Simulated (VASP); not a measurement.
Runs of VASP 6.6.1 on AlGa3N4. The structure is that of space group P-43m (No. 215), or close to it. The cells are those of the table. 

```tsv
cell	gap on the mesh (eV)	pressure (GPa)	largest force (eV/Å)
a = 4.597 Å, 8 atoms	1.78	-17.5	0.02
a = 4.242 Å, 8 atoms	(b)	35.9	(a)
a = 4.542 Å, 8 atoms	2.03	-12.6	0.02
a = 4.305 Å, 8 atoms	3.17	21.8	(c)
a = 4.177 Å, 8 atoms	3.48	53.4	0.16
```

Alike in all rows: task single point; level LDA; potentials or basis VASP PAW LDA potentials, release 64 (Al, Ga_d, N); no spin polarisation; k mesh 6 × 6 × 6; cutoff (eV) 520; smearing gaussian 0.05 eV.

Task: Fill in the values left out.

Result: (a) 0.11; (b) 3.45; (c) 0.07.

A k mesh can miss the band edges, and the runs leave out spin-orbit coupling on Ga.
